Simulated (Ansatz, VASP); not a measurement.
## One calculation of As, two programs

```
As
1.0
     5.27053    0.00000    0.00000
     0.00000    5.27053    0.00000
     0.00000    0.00000    5.27053
As
8
Direct
  0.00000 0.00000 0.00000
  0.50000 0.50000 0.50000
  0.25000 0.00000 0.50000
  0.75000 0.00000 0.50000
  0.50000 0.25000 0.00000
  0.50000 0.75000 0.00000
  0.00000 0.50000 0.25000
  0.00000 0.50000 0.75000
```

Alike in both runs: task relaxation of cell and atoms; functional RPBE; k mesh 5 × 5 × 5; occupations fermi-dirac, width 0.1 eV; no spin polarisation.

|  | VASP | Ansatz |
| --- | --- | --- |
| version | VASP 6.6.1 | Ansatz 0.2.0 |
| potentials or method | VASP PAW PBE potentials, release 64 (As), cutoff 600 eV | plane waves (420 eV) with PAW, scalar-relativistic |
| valence electrons in the cell | 40 | 120 |

```tsv
	VASP	Ansatz	Ansatz less VASP
relaxed volume (Å³/atom)	20.09	20.09	+0.005
relaxed cell length with the largest relative difference (Å)	5.437	5.437	+0.0005
```

VASP's potentials were made for PBE, not for RPBE. VASP's potentials hold 40 valence electrons a cell and Ansatz's 120, so a difference there can come from the potentials and not from the codes.
